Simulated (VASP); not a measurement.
Li:

```
CELL_PARAMETERS angstrom
0.00000 2.20200 2.20200
2.20200 0.00000 2.20200
2.20200 2.20200 0.00000
ATOMIC_POSITIONS crystal
Li 0.00000 0.00000 0.00000
```

| Quantity | Value |
| --- | --- |
| Program | VASP 6.6.1 |
| Task | relaxation of cell and atoms |
| Functional | PBEsol |
| Potentials or basis | VASP PAW PBE potentials, release 64 (Li_sv) |
| Cutoff | 600 eV |
| k mesh | 9 × 9 × 9 |
| Occupations | fermi-dirac, width 0.05 eV |
| Spin | no spin polarisation |

At the start: pressure -0.8 GPa; volume 21.35 Å³/atom.

Question: How do energy, volume and symmetry change on relaxing?

Answer: Over 4 steps the energy falls by 3.7 meV/atom and the volume is 19.93 Å³/atom (-6.7 %); space group Fm-3m (No. 225, to 0.05 Å).

The path:
| step | energy change (eV) | largest force (eV/Å) | pressure (GPa) | volume (Å³) |
| --- | --- | --- | --- | --- |
| 1 | 0.0000 | 0.0000 | -0.81 | 21.35 |
| 2 | -0.0015 | 0.0000 | -0.64 | 21.02 |
| 3 | -0.0037 | 0.0000 | -0.08 | 20.06 |
| 4 | -0.0037 | 0.0000 | 0.00 | 19.93 |

Final structure:
```
CELL_PARAMETERS angstrom
0.00000 2.15199 2.15199
2.15199 0.00000 2.15199
2.15199 2.15199 0.00000
ATOMIC_POSITIONS crystal
Li 0.00000 0.00000 0.00000
```

Caveat: the cutoff is under 1.25 times the usual one of these potentials, so pressure, stress and relaxed cells hold a basis-set (Pulay) error; the PAW data sets were made with another functional, which shifts forces and pressure a little.
